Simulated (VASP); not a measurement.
# CdS (I-4m2) in VASP: further runs, part 2 of 2

VASP 6.6.1. The steps go on from the part before.

## (3) Single point, PBE

This run uses another cell than the first one, of the same volume but with other edges.

The input, INCAR:

```
SYSTEM = CdS
PREC = Accurate
ENCUT = 520
EDIFF = 1E-6
ISMEAR = 0
SIGMA = 0.05
LREAL = .FALSE.
LASPH = .TRUE.
NELM = 100
ALGO = Normal
ISIF = 2
LWAVE = .FALSE.
LCHARG = .TRUE.
GGA = PE
LELF = .TRUE.
LVHAR = .TRUE.
NBANDS = 16
```

The input, KPOINTS:

```
Automatic mesh
0
G
  10 10 10
  0 0 0
```

The input, POSCAR:

```
CdS
1.0
    0.0000000000      2.9920146331      2.7526534624
    2.9920146331      0.0000000000      2.7526534624
    2.9920146331      2.9920146331      0.0000000000
Cd S
1 1
Direct
    0.0000000000      0.0000000000      0.0000000000
    0.7500000000      0.7500000000      0.7500000000
```

Potentials or basis: VASP PAW PBE potentials, release 64 (Cd, S).

On the command line:

```bash
$ cat potpaw_PBE.64/Cd/POTCAR potpaw_PBE.64/S/POTCAR > POTCAR
$ mpirun -np 1 vasp_std > vasp.out
```

OUTCAR:

```text
SYSTEM = CdS
   PREC = Accurate
   ENCUT = 520
   EDIFF = 1E-6
   ISMEAR = 0
   LREAL = .FALSE.
   LASPH = .TRUE.
   NELM = 100
   ISIF = 2
   GGA = PE

 ion  position               nearest neighbor table
   1  0.000  0.000  0.000-   2 2.52   2 2.52   2 2.52   2 2.52
   2  0.750  0.750  0.750-   1 2.52   1 2.52   1 2.52   1 2.52

  LATTYP: Found a body centered tetragonal cell.
 ALAT       =     4.2313476729
 C/A-ratio  =     1.3010764774

  Lattice vectors:

 A1 = (   0.0000000000,  -2.9920146331,  -2.7526534624)
[... 626 lines left out ...]
      4      -6.0990      2.00000
      5      -5.8217      2.00000
      6      -5.6181      2.00000
[... 8 lines left out ...]
     15      13.5252      0.00000
     16      15.9895      0.00000

 [... further k-points ...]
[... 5 lines left out ...]
  --------------------------------------------------------------------------------------
  -------------------------------------------------------------------------------------
  Total        0.9545083      0.9545083      1.2752477      0.0000000      0.0000000      0.0000000
  in kB       31.0299692     31.0299692     41.4568381      0.0000000      0.0000000      0.0000000
  external PRESSURE =      34.5055922 kB  Pullay stress =       0.0000000 kB

 VOLUME and BASIS-vectors are now :
 -----------------------------------------------------------------------------
  energy-cutoff  :      520.00
  volume of cell :       49.28
      direct lattice vectors                 reciprocal lattice vectors
     0.000000000  2.992014633  2.752653462    -0.167111482  0.167111482  0.181642915
     2.992014633  0.000000000  2.752653462     0.167111482 -0.167111482  0.181642915
     2.992014633  2.992014633  0.000000000     0.167111482  0.167111482 -0.181642915

 POSITION                                       TOTAL-FORCE (eV/Angst)
 -----------------------------------------------------------------------------------
      0.00000      0.00000      0.00000         0.000000      0.000000     -0.000000
      4.48802      4.48802      4.12898        -0.000000     -0.000000      0.000000
 -----------------------------------------------------------------------------------
    total drift:                               -0.000001     -0.000001     -0.000003

  FREE ENERGIE OF THE ION-ELECTRON SYSTEM (eV)
  ---------------------------------------------------
  free  energy   TOTEN  =        -6.1048032281 eV

  energy  without entropy=       -6.1048032281  energy(sigma->0) =       -6.10480323
```

OSZICAR:

```text
N       E                     dE             d eps       ncg     rms          rms(c)
DAV:   1     0.109547348867E+03    0.10955E+03   -0.90783E+03  3344   0.103E+03
DAV:   2    -0.243087406508E+01   -0.11198E+03   -0.10568E+03  3976   0.256E+02
DAV:   3    -0.662623559850E+01   -0.41954E+01   -0.41878E+01  4064   0.515E+01
DAV:   4    -0.665178554537E+01   -0.25550E-01   -0.25548E-01  4192   0.391E+00
DAV:   5    -0.665213170378E+01   -0.34616E-03   -0.34616E-03  4064   0.430E-01    0.818E+00
DAV:   6    -0.612434327045E+01    0.52779E+00   -0.83882E-01  4944   0.116E+01    0.655E+00
DAV:   7    -0.610446104835E+01    0.19882E-01   -0.19937E-01  4224   0.307E+00    0.319E+00
DAV:   8    -0.610470793826E+01   -0.24689E-03   -0.18482E-02  4000   0.172E+00    0.312E-01
DAV:   9    -0.610461321129E+01    0.94727E-04   -0.20856E-03  4016   0.682E-01    0.601E-02
DAV:  10    -0.610473266184E+01   -0.11945E-03   -0.24450E-04  4072   0.158E-01    0.665E-02
DAV:  11    -0.610480995903E+01   -0.77297E-04   -0.12337E-04  3984   0.900E-02    0.218E-02
DAV:  12    -0.610480232839E+01    0.76306E-05   -0.24730E-05  4416   0.654E-02    0.102E-02
DAV:  13    -0.610480357601E+01   -0.12476E-05   -0.41238E-06  3776   0.121E-02    0.120E-02
DAV:  14    -0.610480322809E+01    0.34792E-06   -0.35417E-07  3104   0.363E-03
   1 F= -.61048032E+01 E0= -.61048032E+01  d E =-.154684E-18
```

stdout:

```text
POSCAR found type information on POSCAR CdS
 POSCAR found :  2 types and       2 ions
 scaLAPACK will be used
 LDA part: xc-table for (Slater+PW92), standard interpolation
 POSCAR, INCAR and KPOINTS ok, starting setup
 FFT: planning ... GRIDC
 FFT: planning ... GRID_SOFT
 FFT: planning ... GRID
 WAVECAR not read
 entering main loop
```

Wall time 32 s (1 thread of Intel Xeon 6975P-C (Granite Rapids), shared host); peak memory 0.22 GiB.

What came out:

```
Free energy            : -6.1048 eV
Pressure               : 3.5 GPa
Band gap on the k mesh : 1.02 eV, direct
```

Levels at points of the mesh, in eV from the valence-band top:
```csv
k point,band 6,band 7,band 8,band 9,band 10,band 11,band 12,band 13
"(0.00, 0.00, 0.00)",-7.38,-0.21,-0.21,0.00,1.02,6.45,6.45,6.47
"(0.50, 0.00, 0.00)",-7.01,-4.55,-1.05,-0.73,2.83,6.58,7.20,7.48
"(0.50, 0.50, 0.00)",-6.83,-3.76,-2.24,-2.24,3.24,3.74,9.69,10.55
"(0.50, 0.00, 0.50)",-7.01,-4.26,-1.97,-1.82,3.52,4.48,8.83,10.23
```

## (4) Single point, PBE

This run uses another cell than the first one, of the same volume but with other edges.

The input, INCAR:

```
SYSTEM = CdS
PREC     = Accurate       ! precision mode
ENCUT    = 520            ! plane-wave cutoff, eV
EDIFF    = 1E-7           ! SCF threshold, eV
ISMEAR   = 0              ! smearing method
SIGMA    = 0.05           ! smearing width, eV
LREAL    = .False.        ! projectors in reciprocal space
LASPH    = .True.         ! aspherical terms in the spheres
NELM     = 60             ! most SCF steps
ALGO     = Normal         ! electronic algorithm
ISIF     = 2              ! what is computed and relaxed
LWAVE    = .False.        ! write WAVECAR
LCHARG   = .True.         ! write CHGCAR
GGA      = PE             ! functional
LELF     = .True.         ! ELF
LVHAR    = .True.       
NBANDS   = 16             ! bands
```

The input, KPOINTS:

```
Automatic mesh
0
Gamma
  10 10 10
  0 0 0
```

The input, POSCAR:

```
CdS
1.0
    0.0000000000      2.8190022809      3.1009025090
    2.8190022809      0.0000000000      3.1009025090
    2.8190022809      2.8190022809      0.0000000000
Cd S
1 1
Direct
    0.0000000000      0.0000000000      0.0000000000
    0.7500000000      0.7500000000      0.7500000000
```

On the command line:

```bash
$ cat potpaw_PBE.64/Cd/POTCAR potpaw_PBE.64/S/POTCAR > POTCAR
$ mpirun -np 1 vasp_std > vasp.out
```

It took 29 s on 1 thread of Intel Xeon 6975P-C (Granite Rapids), shared host; peak memory 0.22 GiB.

It converged, with:

| Property | Result |
| --- | --- |
| Free energy | -6.0969 eV |
| Pressure | 3.4 GPa |
| Band gap on the k mesh | 1.03 eV, direct |

Stress tensor (GPa, compression positive):
```
4.04 0.00 0.00
0.00 4.04 0.00
0.00 0.00 2.09
```

Levels at points of the mesh, in eV from the valence-band top:
| k point | band 6 | band 7 | band 8 | band 9 | band 10 | band 11 | band 12 | band 13 |
| --- | --- | --- | --- | --- | --- | --- | --- | --- |
| (0.00, 0.00, 0.00) | -7.35 | -0.34 | 0.00 | 0.00 | 1.03 | 6.49 | 6.51 | 6.51 |
| (0.50, 0.00, 0.00) | -6.99 | -4.51 | -1.06 | -0.65 | 2.83 | 6.66 | 7.31 | 7.44 |
| (0.50, 0.50, 0.00) | -7.06 | -4.45 | -1.72 | -1.72 | 3.72 | 4.78 | 8.53 | 10.87 |
| (0.50, 0.00, 0.50) | -6.86 | -3.86 | -2.18 | -2.01 | 3.33 | 4.01 | 9.44 | 10.00 |

## (5) Summary

```csv
cell,gap on the mesh (eV),pressure (GPa)
"a = 4.373, b = 4.373, c = 3.771 Å, angles 64.5, 64.5, 51.1°, 2 atoms",0.51,1.7
"a = 4.066, b = 4.066, c = 4.231 Å, angles 58.6, 58.6, 62.7°, 2 atoms",1.02,3.5
"a = 4.191, b = 4.191, c = 3.987 Å, angles 61.6, 61.6, 56.8°, 2 atoms",1.03,3.4
```

Alike in all rows: task single point; level PBE; potentials or basis VASP PAW PBE potentials, release 64 (Cd, S); no spin polarisation; k mesh 10 × 10 × 10; cutoff (eV) 520; smearing gaussian 0.05 eV.

Total energies depend on the potentials used, so only differences within one code and one set of settings carry meaning.
